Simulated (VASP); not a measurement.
Here is a VASP 6.6.1 calculation.

The input INCAR:

```
SYSTEM = CdSiSb2
ALGO = Normal
EDIFF = 1E-6
ENCUT = 520
GGA = CA
ISIF = 2
ISMEAR = -1
LASPH = .True.
LCHARG = .False.
LREAL = .False.
LWAVE = .False.
NBANDS = 21
NELM = 100
PREC = Accurate
SIGMA = 0.02
```

File KPOINTS:

```
k-points
0
Gamma
  6 6 4
  0 0 0
```

Contents of POSCAR:

```
CdSiSb2
1.0
    4.3037672612      0.0000000000      0.0000000000
    0.0000000000      4.3037672612      0.0000000000
    0.0000000000      0.0000000000      6.2913758846
Cd Sb Si
1 2 1
Direct
    0.0000000000      0.0000000000      0.0000000000
    0.0000000000      0.5000000000      0.2641134201
    0.5000000000      0.0000000000      0.7358865799
    0.5000000000      0.5000000000      0.5000000000
```

Potentials or basis: VASP PAW LDA potentials, release 64 (Cd, Sb, Si).

The run is started by

```console
$ cat potpaw_LDA.64/Cd/POTCAR potpaw_LDA.64/Sb/POTCAR potpaw_LDA.64/Si/POTCAR > POTCAR
$ mpirun -np 1 vasp_std > vasp.out
```

(1) Predict the largest force.

(2) Estimate the pressure.

(3) Estimate the band gap on the k mesh.

Answers

(1) 0.021 eV/Å.

(2) 0.3 GPa.

(3) zero (bands 13 and 14 overlap by 0.38 eV).

Caveat: semilocal functionals underestimate gaps, and a narrow one can read as zero; spin-orbit coupling is left out, which moves the levels of the heavy elements.
